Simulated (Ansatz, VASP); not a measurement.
# TaPtCl: VASP beside Ansatz

```
CELL_PARAMETERS angstrom
3.76087 0.00000 0.00000
0.00000 3.76087 0.00000
0.00000 0.00000 7.31936
ATOMIC_POSITIONS crystal
Ta 0.50000 0.00000 0.74949
Ta 0.00000 0.50000 0.25051
Pt 0.50000 0.00000 0.39504
Pt 0.00000 0.50000 0.60496
Cl 0.00000 0.00000 0.00000
Cl 0.50000 0.50000 0.00000
```

Alike in both runs: functional PBE; k mesh 4 × 4 × 4; occupations gaussian, width 0.1 eV; no spin polarisation.

Ansatz relaxed the structure, and its values are those at the end. VASP's run is a single point on that final structure, the one shown.

|  | VASP | Ansatz |
| --- | --- | --- |
| version | VASP 6.6.1 | Ansatz 0.2.0 |
| potentials or method | VASP PAW PBE potentials, release 64 (Ta_pv, Pt, Cl), cutoff 520 eV | scalar-relativistic, plane waves, PAW |
| valence electrons in the cell | 56 | 76 |

VASP gave:

| Quantity | Value |
| --- | --- |
| gap on the k mesh at the Fermi level (eV) | none |
| pressure (GPa) | -0.1 |
| rms of the force components (eV/Å) | 0.014 |

**Question.** Estimate Ansatz's values.

**Answer.** gap on the k mesh at the Fermi level (eV): none; pressure (GPa): 0.0; rms of the force components (eV/Å): 0.001.

A gap of «none» marks a metal or a gap that the smearing closes. With one functional, cell and mesh, what is left measures potentials, basis and numerics. VASP's potentials hold 56 valence electrons a cell and Ansatz's 76, so a difference there can come from the potentials and not from the codes.

The k mesh is coarse, so the values compare programs but aren't converged. Spin-orbit coupling is off throughout.
